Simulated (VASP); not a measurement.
CdTe: single point with BLYP

Crystal: CdTe.

```
Te Cd
1.0
     0.00000    3.26786    3.26786
     3.26786    0.00000    3.26786
     3.26786    3.26786    0.00000
Te Cd
1 1
Direct
  0.75000 0.75000 0.75000
  0.00000 0.00000 0.00000
```

```
Program                : VASP 6.6.1
Task                   : single point
Functional             : BLYP
Potentials or basis    : VASP PAW PBE potentials, release 64 (Te, Cd)
Cutoff                 : 520 eV
k mesh                 : 7 × 7 × 7
Occupations            : fermi-dirac, width 0.05 eV
Spin                   : no spin polarisation
Dipole correction      : no
Further INCAR settings : ALGO = Normal; EDIFF = 1e-06; NBANDS = 16
```

| Item | Value |
| --- | --- |
| Pressure | 4.1 GPa |
| Band gap on the k mesh | 0.63 eV |

Levels at points of the mesh, in eV from the valence-band top:
| k point | band 7 | band 8 | band 9 | band 10 | band 11 | band 12 |
| --- | --- | --- | --- | --- | --- | --- |
| (0.00, 0.00, 0.00) | 0.00 | 0.00 | 0.00 | 0.63 | 4.63 | 4.63 |

Wall time 55 s on 1 thread of AMD EPYC 7R43 64-Core Processor (Zen 3), with other jobs on the host, peak memory 0.18 GiB.

Caveat: the cell stands under pressure; the PAW data sets were made with another functional, which shifts forces and pressure a little; spin-orbit coupling is left out, which moves the levels of the heavy elements. BLYP gaps usually lie below the measured ones, often by a third to a half.
